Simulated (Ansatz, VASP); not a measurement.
**NaF in VASP and in Ansatz**

INCAR

```
  PREC = Accurate
  ENCUT = 520
  EDIFF = 1E-7
  ISMEAR = 0
  SIGMA = 0.05
  LREAL = False
  LASPH = True
  NELM = 100
  ALGO = Normal
  ISIF = 2
  LWAVE = False
  LCHARG = True
  GGA = CA
  LELF = True
  LVHAR = True
  NBANDS = 14
```

The input KPOINTS:

```
Automatic mesh
0
Gamma
  4 4 4
```

POSCAR

```
NaF
1.0
    0.0000000000      2.3233000000      2.3233000000
    2.3233000000      0.0000000000      2.3233000000
    2.3233000000      2.3233000000      0.0000000000
Na F
1 1
Direct
    0.0000000000      0.0000000000      0.0000000000
    0.4569577756      0.4569577756      0.5430422244
```

Input for Ansatz:

```yaml
crystal:
  lattice:
    - [0.0, 2.3233, 2.3233]
    - [2.3233, 0.0, 2.3233]
    - [2.3233, 2.3233, 0.0]
  atoms:
    - { symbol: Na, position: [0.0, 0.0, 0.0] }
    - { symbol: F, position: [0.4569577756, 0.4569577756, 0.5430422244] }
basis:
  ecutwfc: 420
kpoints:
  mp_grid: { grid: [4, 4, 4] }
hamiltonian:
  xc: lda
scf:
  occupations: { method: gaussian, width: 0.05 }
output:
  forces: true
  stress: true
  eigenvalues: true
```

Alike in both runs: task single point; functional LDA; k mesh 4 × 4 × 4; occupations gaussian, width 0.05 eV; no spin polarisation.

```csv
,VASP,Ansatz
version,VASP 6.6.1,Ansatz 0.2.0
potentials or method,"VASP PAW LDA potentials, release 64 (Na_pv, F), cutoff 520 eV","scalar-relativistic, plane waves, PAW"
valence electrons in the cell,14,16
```

```csv
,VASP,Ansatz,Ansatz less VASP
gap on the k mesh at the Fermi level (eV),5.92,5.94,+0.022
least direct gap on the mesh (eV),5.92,5.94,+0.022
pressure (GPa),-3.5,-3.4,+0.06
"traceless stress, the component that is largest in VASP (GPa)",2.89,2.81,-0.081
rms of the force components (eV/Å),0.279,0.271,-0.0085
```

LDA's correlation is that of Perdew and Zunger in VASP and of Perdew and Wang (1992) in Ansatz. Atom by atom the forces differ by 0.009 eV/Å (rms over components). VASP's potentials hold 14 valence electrons a cell and Ansatz's 16, so a difference there can come from the potentials and not from the codes.

The k mesh is coarse, so the values compare programs but aren't converged.
